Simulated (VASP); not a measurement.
# MgO (P6_3/mmc) in VASP: a series of runs, part 2 of 2

VASP 6.6.1. Earlier steps stand in the parts before.

## Step 3: Single point, PBE (volume changed by -3%)

File INCAR:

```
  ALGO = Normal
  EDIFF = 1E-6
  ENCUT = 520
  GGA = PE
  ISIF = 2
  ISMEAR = 0
  LASPH = True
  LCHARG = False
  LREAL = False
  LWAVE = False
  NBANDS = 16
  NELM = 60
  PREC = Accurate
  SIGMA = 0.01
```

File KPOINTS:

```
k-points
0
Gamma
  9 9 6
```

File POSCAR:

```
MgO
1.0
    3.4850363670      0.0000000000      0.0000000000
   -1.7425181835      3.0181300269      0.0000000000
    0.0000000000      0.0000000000      4.1957762210
Mg O
2 2
Direct
    0.3333333333      0.6666666667      0.2500000000
    0.6666666667      0.3333333333      0.7500000000
    0.6666666667      0.3333333333      0.2500000000
    0.3333333333      0.6666666667      0.7500000000
```

Potentials or basis: VASP PAW PBE potentials, release 64 (Mg, O).

The run is started by

```bash
$ cat potpaw_PBE.64/Mg/POTCAR potpaw_PBE.64/O/POTCAR > POTCAR
$ mpirun -np 1 vasp_std > vasp.out
```

OUTCAR:

```text
EDIFF = 1E-6
   ENCUT = 520
   GGA = PE
   ISIF = 2
   ISMEAR = 0
   LASPH = True
   LREAL = False
   NELM = 60
   PREC = Accurate

 ion  position               nearest neighbor table
   1  0.333  0.667  0.250-   3 2.01   3 2.01   3 2.01   4 2.10   4 2.10   2 2.91   2 2.91   2 2.91
                             2 2.91   2 2.91   2 2.91
   2  0.667  0.333  0.750-   4 2.01   4 2.01   4 2.01   3 2.10   3 2.10   1 2.91   1 2.91   1 2.91
                             1 2.91   1 2.91   1 2.91
   3  0.667  0.333  0.250-   1 2.01   1 2.01   1 2.01   2 2.10   2 2.10
   4  0.333  0.667  0.750-   2 2.01   2 2.01   2 2.01   1 2.10   1 2.10

  LATTYP: Found a hexagonal cell.
 ALAT       =     3.4850363670
 C/A-ratio  =     1.2039404411

  Lattice vectors:

 A1 = (   3.4850363670,   0.0000000000,   0.0000000000)
 A2 = (  -1.7425181835,   3.0181300269,   0.0000000000)
 A3 = (   0.0000000000,   0.0000000000,   4.1957762210)

Analysis of symmetry for initial positions (statically):
=====================================================================
 Subroutine PRICEL returns:
 Original cell was already a primitive cell.
[... 173 lines left out ...]
  free energy    TOTEN  =       -23.66137808 eV

  energy without entropy =      -23.66137808  energy(sigma->0) =      -23.66137808

 E-fermi :   2.0988     XC(G=0): -10.0601

 val. band max:        1.9919199571   @ k =   0.0000   0.0000   0.0000
 cond. band min:       5.4076172950   @ k =   0.0000   0.0000   0.0000
 fundamental gap:      3.4156973379
 Fermi energy:         2.0988228431

 k-point     1 :       0.0000    0.0000    0.0000
  band No.  band energies     occupation
      1     -14.9365      2.00000
      2     -13.5529      2.00000
      3      -1.6536      2.00000
      4       0.2623      2.00000
      5       0.2623      2.00000
      6       1.1802      2.00000
[... 433 lines left out ...]
      3      -1.4983      2.00000
      4      -0.8193      2.00000
      5      -0.8193      2.00000
      6       0.8072      2.00000
[... 8 lines left out ...]
     15      16.0316      0.00000
     16      18.5110      0.00000

 [... further k-points ...]
[... 5 lines left out ...]
  --------------------------------------------------------------------------------------
  -------------------------------------------------------------------------------------
  Total        0.9706631      0.9706631      0.9803564      0.0000000     -0.0000000      0.0000000
  in kB       35.2388343     35.2388343     35.5907386      0.0000000     -0.0000000      0.0000000
  external PRESSURE =      35.3561357 kB  Pullay stress =       0.0000000 kB

 VOLUME and BASIS-vectors are now :
 -----------------------------------------------------------------------------
  energy-cutoff  :      520.00
  volume of cell :       44.13
      direct lattice vectors                 reciprocal lattice vectors
     3.485036367  0.000000000  0.000000000     0.286941052  0.165665493  0.000000000
    -1.742518184  3.018130027  0.000000000     0.000000000  0.331330987  0.000000000
     0.000000000  0.000000000  4.195776221     0.000000000  0.000000000  0.238334922

 POSITION                                       TOTAL-FORCE (eV/Angst)
 -----------------------------------------------------------------------------------
     -0.00000      2.01209      1.04894        -0.000000      0.000000      0.000000
      1.74252      1.00604      3.14683        -0.000000      0.000000      0.000000
      1.74252      1.00604      1.04894         0.000000      0.000000      0.000000
     -0.00000      2.01209      3.14683         0.000000     -0.000000     -0.000000
 -----------------------------------------------------------------------------------
    total drift:                               -0.000000      0.000000     -0.000000

  FREE ENERGIE OF THE ION-ELECTRON SYSTEM (eV)
  ---------------------------------------------------
  free  energy   TOTEN  =       -23.6613780808 eV

  energy  without entropy=      -23.6613780808  energy(sigma->0) =      -23.66137808
```

OSZICAR:

```text
N       E                     dE             d eps       ncg     rms          rms(c)
DAV:   1     0.607553236374E+02    0.60755E+02   -0.77267E+03  1536   0.900E+02
DAV:   2    -0.236739157373E+02   -0.84429E+02   -0.77110E+02  2144   0.195E+02
DAV:   3    -0.276495380147E+02   -0.39756E+01   -0.39653E+01  1792   0.438E+01
DAV:   4    -0.276655962199E+02   -0.16058E-01   -0.16058E-01  1840   0.322E+00
DAV:   5    -0.276656768880E+02   -0.80668E-04   -0.80668E-04  1752   0.219E-01    0.112E+01
DAV:   6    -0.237248382731E+02    0.39408E+01   -0.10360E+01  1616   0.249E+01    0.355E+00
DAV:   7    -0.236784178563E+02    0.46420E-01   -0.14878E-01  1560   0.311E+00    0.212E+00
DAV:   8    -0.236632625788E+02    0.15155E-01   -0.93752E-02  1608   0.328E+00    0.522E-01
DAV:   9    -0.236604881528E+02    0.27744E-02   -0.67703E-03  1920   0.740E-01    0.113E-01
DAV:  10    -0.236613598688E+02   -0.87172E-03   -0.88081E-04  1536   0.205E-01    0.348E-02
DAV:  11    -0.236613794512E+02   -0.19582E-04   -0.25063E-05  1672   0.385E-02    0.202E-02
DAV:  12    -0.236613783711E+02    0.10801E-05   -0.96189E-06  1568   0.246E-02    0.408E-03
DAV:  13    -0.236613780808E+02    0.29033E-06   -0.10337E-06  1232   0.787E-03
   1 F= -.23661378E+02 E0= -.23661378E+02  d E =-.270788E-54
```

Run time: 38 s. Hardware: 1 thread of Intel Xeon Platinum 8175M at 2.50GHz (Skylake/Cascade Lake), shared host; peak memory 0.18 GiB.

What came out:

```
Free energy            : -23.6614 eV
Pressure               : 3.5 GPa
Band gap on the k mesh : 3.42 eV, direct
```

Caveat: the cell differs from its parent crystal (volume changed by -3%).

## Step 4: Single point, PBE

This run uses another cell than the first one, of 11.37 Å³/atom, 1.064 times its volume.

File INCAR:

```
PREC = Accurate
ENCUT = 520
EDIFF = 1E-7
ISMEAR = 0
SIGMA = 0.01
LREAL = F
LASPH = T
NELM = 60
ALGO = Normal
ISIF = 2
LWAVE = F
LCHARG = T
GGA = PE
LELF = T
LVHAR = T
NBANDS = 16
```

File KPOINTS:

```
Automatic mesh
0
Gamma
  9 9 6
```

File POSCAR:

```
MgO
1.0
    3.5206004189      0.0000000000      0.0000000000
   -1.7603002095      3.0489293993      0.0000000000
    0.0000000000      0.0000000000      4.2385932213
Mg O
2 2
Direct
    0.3333333333      0.6666666667      0.2500000000
    0.6666666667      0.3333333333      0.7500000000
    0.6666666667      0.3333333333      0.2500000000
    0.3333333333      0.6666666667      0.7500000000
```

The run is started by

```bash
$ cat potpaw_PBE.64/Mg/POTCAR potpaw_PBE.64/O/POTCAR > POTCAR
$ mpirun -np 1 vasp_std > vasp.out
```

It took 44 s on 1 thread of Intel Xeon Platinum 8175M at 2.50GHz (Skylake/Cascade Lake), shared host; peak memory 0.18 GiB.

It converged, with:

* Free energy: -23.6752 eV
* Pressure: -0.5 GPa
* Band gap on the k mesh: 3.26 eV, direct

Stress tensor (GPa, compression positive):
```
-0.45  0.00  0.00
 0.00 -0.45  0.00
 0.00  0.00 -0.61
```

Levels at points of the mesh, in eV from the valence-band top:
| k point | band 4 | band 5 | band 6 | band 7 | band 8 | band 9 | band 10 | band 11 | band 12 | band 13 |
| --- | --- | --- | --- | --- | --- | --- | --- | --- | --- | --- |
| (0.00, 0.00, 0.00) | -1.67 | -1.67 | -0.77 | -0.77 | 0.00 | 3.26 | 9.19 | 11.94 | 12.34 | 12.34 |
| (0.00, 0.00, 0.50) | -2.37 | -1.24 | -1.24 | -1.24 | -1.24 | 6.28 | 6.28 | 12.70 | 12.70 | 12.70 |

PBE gaps usually lie below the measured ones, often by a third to a half.

## Step 5: The runs side by side

| cell | gap on the mesh (eV) | pressure (GPa) |
| --- | --- | --- |
| a = 3.449, b = 3.449, c = 4.152 Å, angles 90.0, 90.0, 120.0°, 4 atoms | 3.58 | 8.2 |
| a = 3.485, b = 3.485, c = 4.196 Å, angles 90.0, 90.0, 120.0°, 4 atoms | 3.42 | 3.5 |
| a = 3.521, b = 3.521, c = 4.239 Å, angles 90.0, 90.0, 120.0°, 4 atoms | 3.26 | -0.5 |

Alike in all rows: task single point; level PBE; potentials or basis VASP PAW PBE potentials, release 64 (Mg, O); no spin polarisation; k mesh 9 × 9 × 6; cutoff (eV) 520; smearing gaussian 0.01 eV.

Absolute energies hang on the potentials; compare differences alone.
